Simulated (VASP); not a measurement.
# Hf (P6_3/mmc) in VASP: further runs

Runs on Hf. Level: PBE. Tasks: vibrations by perturbation theory, elastic constants.

Everything below comes from runs of VASP 6.6.1. Logs are shortened: lines on timing, memory, paths and dates and some standing lists are left out, and cuts for length are marked.

**1. The cell of the first run**

It takes space group P6_3/mmc (No. 194, hexagonal). The conventional cell has a = 2.960 Å, b = 2.960 Å, c = 4.746 Å, α = 90.00°, β = 90.00°, γ = 120.00°. Hf (site symmetry -6m2) has 12 Hf at 2.92 to 2.96 Å within 3.9 Å.

**2. Vibrations by perturbation theory, PBE**

File INCAR:

```
ALGO     = Fast           # electronic algorithm
EDIFF    = 1E-8           # SCF threshold, eV
ENCUT    = 520            # plane-wave cutoff, eV
GGA      = PE             # functional
IBRION   = 8              # ionic algorithm
ISIF     = 2              # what is computed and relaxed
ISMEAR   = 0              # smearing method
LASPH    = True           # aspherical terms in the spheres
LCHARG   = False          # write CHGCAR
LREAL    = False          # projectors in reciprocal space
LWAVE    = False          # write WAVECAR
NBANDS   = 17             # bands
NELM     = 80             # most SCF steps
NSW      = 1              # ionic steps
PREC     = Accurate       # precision mode
SIGMA    = 0.1            # smearing width, eV
```

File KPOINTS:

```
k-points
0
Gamma
  16 16 10
```

File POSCAR:

```
Hf
1.0
    2.9596143089      0.0000000000      0.0000000000
   -1.4798071544      2.5631011769      0.0000000000
    0.0000000000      0.0000000000      4.7464381726
Hf
2
Direct
    0.3333333333      0.6666666667      0.2500000000
    0.6666666667      0.3333333333      0.7500000000
```

Potentials or basis: VASP PAW PBE potentials, release 64 (Hf_pv).

Started as:

```bash
> cat potpaw_PBE.64/Hf_pv/POTCAR > POTCAR
> mpirun -np 1 vasp_std > vasp.out
```

OUTCAR:

```text
EDIFF = 1E-8
   ENCUT = 520
   GGA = PE
   IBRION = 8
   ISIF = 2
   ISMEAR = 0
   LASPH = True
   LREAL = False
   NELM = 80
   NSW = 1
   PREC = Accurate

 ion  position               nearest neighbor table
   1  0.333  0.667  0.250-   2 2.92   2 2.92   2 2.92   2 2.92   2 2.92   2 2.92
   2  0.667  0.333  0.750-   1 2.92   1 2.92   1 2.92   1 2.92   1 2.92   1 2.92

  LATTYP: Found a hexagonal cell.
 ALAT       =     2.9596143089
 C/A-ratio  =     1.6037353781

  Lattice vectors:

 A1 = (   2.9596143089,   0.0000000000,   0.0000000000)
 A2 = (  -1.4798071544,   2.5631011769,   0.0000000000)
 A3 = (   0.0000000000,   0.0000000000,   4.7464381726)

Analysis of symmetry for initial positions (statically):
=====================================================================
 Subroutine PRICEL returns:
 Original cell was already a primitive cell.

 Routine SETGRP: Setting up the symmetry group for a
 hexagonal supercell.

 Subroutine GETGRP returns: Found 24 space group operations
 (whereof 12 operations were pure point group operations)
 out of a pool of 24 trial point group operations.

The static configuration has the point symmetry D_3d.
 The point group associated with its full space group is D_6h.

Analysis of symmetry for dynamics (positions and initial velocities):
=====================================================================
 Subroutine PRICEL returns:
 Original cell was already a primitive cell.

 Routine SETGRP: Setting up the symmetry group for a
 hexagonal supercell.

 Subroutine GETGRP returns: Found 24 space group operations
 (whereof 12 operations were pure point group operations)
 out of a pool of 24 trial point group operations.

The dynamic configuration has the point symmetry D_3d.
 The point group associated with its full space group is D_6h.

 Subroutine INISYM returns: Found 24 space group operations
 (whereof 12 operations are pure point group operations),
 and found     1 'primitive' translations

----------------------------------------------------------------------------------------

                                     Primitive cell
[... 648 lines left out ...]
    -1.479807154  2.563101177  0.000000000     0.000000000  0.390152371  0.000000000
     0.000000000  0.000000000  4.746438173     0.000000000  0.000000000  0.210684299

 POSITION                                       TOTAL-FORCE (eV/Angst)
 -----------------------------------------------------------------------------------
     -0.00000      1.70873      1.18661        -0.000000      0.000000      0.000000
      1.47981      0.85437      3.55983         0.000000     -0.000000      0.000000
 -----------------------------------------------------------------------------------
    total drift:                               -0.000000      0.000000     -0.000000

  FREE ENERGIE OF THE ION-ELECTRON SYSTEM (eV)
  ---------------------------------------------------
  free  energy   TOTEN  =       -19.0374070828 eV

  energy  without entropy=      -19.0300247667  energy(sigma->0) =      -19.03371592

[... ionic steps 2 to 3 ...]

--------------------------------------- Ionic step        4  -------------------------------------------

------------------------ aborting loop because EDIFF is reached ----------------------------------------

[... ionic steps 5 to 5 ...]

--------------------------------------- Ionic step        6  -------------------------------------------

 Free energy of the ion-electron system (eV)
  ---------------------------------------------------
  ---------------------------------------------------
  free energy    TOTEN  =        -0.25031185 eV

  energy without entropy =       -0.25031185

------------------------ aborting loop because EDIFF is reached ----------------------------------------

 INTERNAL STRAIN TENSOR  FOR ION    1  DIRECTION 3   (eV/Angst):
 -----------------------------------------------------------------------------
     0.06732  0.00000 -0.00000
     0.00000  0.06732  0.00000
    -0.00000 -0.00000 -0.11800

 INTERNAL STRAIN TENSOR FOR ION    2 for displacements in x,y,z  (eV/Angst):
          X           Y           Z          XY          YZ          ZX
  --------------------------------------------------------------------------------
  x     0.00000    -0.00000     0.00000     3.11375     0.00000     0.00000
  y     3.11375    -3.11375     0.00000    -0.00000     0.00000     0.00000
  z     0.00000    -0.00000     0.00000     0.00000    -0.00000    -0.00000

 SECOND DERIVATIVES (NOT SYMMETRIZED)
 ------------------------------------
               1X          1Y          1Z          2X          2Y          2Z
  1X    -1.482570   -0.000000    0.000000    1.482570    0.000000    0.000000
  1Y    -0.000000   -1.482570    0.000000    0.000000    1.482570    0.000000
  1Z    -0.000000   -0.000000  -10.658816    0.000000    0.000000   10.658816
  2X     1.482570    0.000000    0.000000   -1.482570   -0.000000    0.000000
  2Y     0.000000    1.482570    0.000000   -0.000000   -1.482570    0.000000
  2Z     0.000000    0.000000   10.658816   -0.000000   -0.000000  -10.658816

 Eigenvectors and eigenvalues of the dynamical matrix
 ----------------------------------------------------

   1 f  =    5.402730 THz    33.946353 2PiTHz  180.215670 cm-1    22.343885 meV
             X         Y         Z           dx          dy          dz
     -0.000000  1.708734  1.186610     0.000000    0.000000    0.707107
      1.479807  0.854367  3.559829    -0.000000    0.000000   -0.707107
[... 16 lines left out ...]
   5 f  =    0.000000 THz     0.000000 2PiTHz    0.000000 cm-1     0.000000 meV
             X         Y         Z           dx          dy          dz
     -0.000000  1.708734  1.186610     0.000000    0.000000    0.707107
      1.479807  0.854367  3.559829    -0.000000    0.000000    0.707107

   6 f/i=    0.000000 THz     0.000000 2PiTHz    0.000001 cm-1     0.000000 meV
             X         Y         Z           dx          dy          dz
     -0.000000  1.708734  1.186610     0.154687   -0.689980    0.000000
      1.479807  0.854367  3.559829     0.154687   -0.689980    0.000000

--------------------------------------------------------------------------------------------------------

 ELASTIC MODULI CONTR FROM IONIC RELAXATION (kBar)
 Direction    XX          YY          ZZ          XY          YZ          ZX
 --------------------------------------------------------------------------------
 XX        -291.0006    291.0006     -0.0000     -0.0000      0.0000      0.0000
 YY         291.0006   -291.0006      0.0000     -0.0000     -0.0000     -0.0000
 ZZ          -0.0000      0.0000     -0.0000     -0.0000      0.0000      0.0000
 XY          -0.0000     -0.0000     -0.0000   -291.0006      0.0000      0.0000
 YZ           0.0000     -0.0000      0.0000      0.0000     -0.0000     -0.0000
 ZX           0.0000     -0.0000      0.0000      0.0000     -0.0000     -0.0000
 --------------------------------------------------------------------------------
```

It took 6.7 min on 1 thread of Intel Xeon 6975P-C (Granite Rapids), shared host; peak memory 0.91 GiB.

Results:

| Quantity | Value |
| --- | --- |
| Highest phonon frequency at Γ | 180 cm⁻¹ |

Phonon frequencies in cm⁻¹ (negative: imaginary):
```
              q point      frequencies
(0.000, 0.000, 0.000)  0 0 0 67 67 180
```

Caveat: the cell stands under pressure or tension, which shifts response properties; spin-orbit coupling is left out, which moves the levels of the heavy elements.

**3. Vibrations by perturbation theory, PBE**

This run uses another cell than the first one, of 19.47 Å³/atom.

File INCAR:

```
SYSTEM = Hf
PREC = Accurate ; ENCUT = 520
EDIFF = 1E-8 ; ISMEAR = 0
SIGMA = 0.1 ; LREAL = .FALSE.
LASPH = .TRUE. ; NELM = 60
ALGO = Fast ; ISIF = 2
LWAVE = .FALSE. ; LCHARG = .FALSE.
GGA = PE ; NBANDS = 17
IBRION = 8 ; NSW = 1
```

File KPOINTS:

```
Automatic mesh
0
G
  16 16 10
  0 0 0
```

File POSCAR:

```
Hf
1.0
    3.0452365368      0.0000000000      0.0000000000
   -1.5226182684      2.6372522014      0.0000000000
    0.0000000000      0.0000000000      4.8481803246
Hf
2
Direct
    0.3333333333      0.6666666667      0.2500000000
    0.6666666667      0.3333333333      0.7500000000
```

Potentials or basis: VASP PAW PBE potentials, release 64 (Hf_pv).

Started as:

```bash
> cat potpaw_PBE.64/Hf_pv/POTCAR > POTCAR
> mpirun -np 1 vasp_std > vasp.out
```

OUTCAR:

```text
SYSTEM = Hf
   PREC = Accurate
   ENCUT = 520
   EDIFF = 1E-8
   ISMEAR = 0
   LREAL = .FALSE.
   LASPH = .TRUE.
   NELM = 60
   ISIF = 2
   GGA = PE
   IBRION = 8
   NSW = 1

 ion  position               nearest neighbor table
   1  0.333  0.667  0.250-   2 2.99   2 2.99   2 2.99   2 2.99   2 2.99   2 2.99
   2  0.667  0.333  0.750-   1 2.99   1 2.99   1 2.99   1 2.99   1 2.99   1 2.99

  LATTYP: Found a hexagonal cell.
 ALAT       =     3.0452365368
 C/A-ratio  =     1.5920537751

  Lattice vectors:

 A1 = (   3.0452365368,   0.0000000000,   0.0000000000)
 A2 = (  -1.5226182684,   2.6372522014,   0.0000000000)
 A3 = (   0.0000000000,   0.0000000000,   4.8481803246)

Analysis of symmetry for initial positions (statically):
=====================================================================
 Subroutine PRICEL returns:
 Original cell was already a primitive cell.
[... 718 lines left out ...]
     0.05512  0.00000 -0.00000
     0.00000  0.05512  0.00000
     0.00000 -0.00000 -0.09879

 INTERNAL STRAIN TENSOR FOR ION    2 for displacements in x,y,z  (eV/Angst):
          X           Y           Z          XY          YZ          ZX
  --------------------------------------------------------------------------------
  x    -0.00000     0.00000     0.00000     3.14091     0.00000     0.00000
  y     3.14091    -3.14091     0.00000     0.00000     0.00000     0.00000
  z     0.00000    -0.00000     0.00000     0.00000     0.00000    -0.00000

 SECOND DERIVATIVES (NOT SYMMETRIZED)
 ------------------------------------
               1X          1Y          1Z          2X          2Y          2Z
  1X    -1.973811    0.000000    0.000000    1.973811    0.000000    0.000000
  1Y     0.000000   -1.973811    0.000000    0.000000    1.973811    0.000000
  1Z     0.000000   -0.000000   -7.390654    0.000000    0.000000    7.390654
  2X     1.973811    0.000000    0.000000   -1.973811    0.000000    0.000000
  2Y     0.000000    1.973811    0.000000    0.000000   -1.973811    0.000000
  2Z     0.000000    0.000000    7.390654    0.000000   -0.000000   -7.390654

 Eigenvectors and eigenvalues of the dynamical matrix
 ----------------------------------------------------

   1 f  =    4.498836 THz    28.267023 2PiTHz  150.065030 cm-1    18.605684 meV
             X         Y         Z           dx          dy          dz
     -0.000000  1.758168  1.212045     0.000000    0.000000    0.707107
      1.522618  0.879084  3.636135     0.000000    0.000000   -0.707107
[... 16 lines left out ...]
   5 f  =    0.000000 THz     0.000000 2PiTHz    0.000000 cm-1     0.000000 meV
             X         Y         Z           dx          dy          dz
     -0.000000  1.758168  1.212045     0.000000    0.000000    0.707107
      1.522618  0.879084  3.636135     0.000000    0.000000    0.707107

   6 f/i=    0.000000 THz     0.000000 2PiTHz    0.000001 cm-1     0.000000 meV
             X         Y         Z           dx          dy          dz
     -0.000000  1.758168  1.212045     0.162460   -0.688191    0.000000
      1.522618  0.879084  3.636135     0.162460   -0.688191    0.000000

--------------------------------------------------------------------------------------------------------

 ELASTIC MODULI CONTR FROM IONIC RELAXATION (kBar)
 Direction    XX          YY          ZZ          XY          YZ          ZX
 --------------------------------------------------------------------------------
 XX        -205.6671    205.6671     -0.0000     -0.0000      0.0000     -0.0000
 YY         205.6671   -205.6671      0.0000      0.0000     -0.0000      0.0000
 ZZ          -0.0000      0.0000     -0.0000     -0.0000      0.0000     -0.0000
 XY          -0.0000      0.0000     -0.0000   -205.6671     -0.0000      0.0000
 YZ           0.0000     -0.0000      0.0000     -0.0000     -0.0000      0.0000
 ZX          -0.0000      0.0000     -0.0000      0.0000      0.0000     -0.0000
 --------------------------------------------------------------------------------
```

OSZICAR:

```text
N       E                     dE             d eps       ncg     rms          rms(c)
DAV:   1     0.533800364019E+02    0.53380E+02   -0.11445E+04  6128   0.114E+03
[... 66 lines left out ...]
RMM:  12    -0.251476168128E+00    0.12432E-07    0.69903E-07 20428   0.192E-04    0.382E-05
RMM:  13    -0.251476141072E+00    0.27056E-07    0.54693E-07 20761   0.168E-04    0.226E-05
RMM:  14    -0.251476133280E+00    0.77929E-08    0.34258E-07 21124   0.159E-04    0.269E-06
RMM:  15    -0.251476110306E+00    0.22974E-07    0.28739E-07 20829   0.156E-04    0.156E-06
RMM:  16    -0.251476124742E+00   -0.14436E-07    0.34795E-08 19339   0.154E-04    0.164E-06
RMM:  17    -0.251476112079E+00    0.12664E-07    0.52117E-08 19445   0.154E-04    0.396E-07
RMM:  18    -0.251476118261E+00   -0.61824E-08   -0.44200E-08 19141   0.153E-04    0.299E-07
 Linear response finished
```

stdout:

```text
POSCAR found type information on POSCAR Hf
 POSCAR found :  1 types and       2 ions
 scaLAPACK will be used
 LDA part: xc-table for (Slater+PW92), standard interpolation
 POSCAR, INCAR and KPOINTS ok, starting setup
 FFT: planning ... GRIDC
 FFT: planning ... GRID_SOFT
 FFT: planning ... GRID
 WAVECAR not read
 entering main loop
 Linear response reoptimize wavefunctions to high precision
 Linear response DOF=           2
 Linear response progress:
 first order change of Fermi-energy  -0.81180E-05
 force on displaced ion       1 direction 1 :  -1.974   0.000   0.000
 Linear response progress:
 first order change of Fermi-energy  -0.15172E-03
 force on displaced ion       1 direction 3 :  -0.000   0.000  -7.391
 Linear response finished
```

Run time: 8.6 min. Hardware: 1 thread of Intel Xeon 6975P-C (Granite Rapids), shared host; peak memory 0.97 GiB.

Results:

| Item | Value |
| --- | --- |
| Highest phonon frequency at Γ | 150 cm⁻¹ |

Phonon frequencies in cm⁻¹ (negative: imaginary):
| q point | frequencies |
| --- | --- |
| (0.000, 0.000, 0.000) | 0 0 0 78 78 150 |

Caveat: the cell stands under pressure or tension, which shifts response properties; spin-orbit coupling is left out, which moves the levels of the heavy elements.

(Part 1 of 2 ends here.)
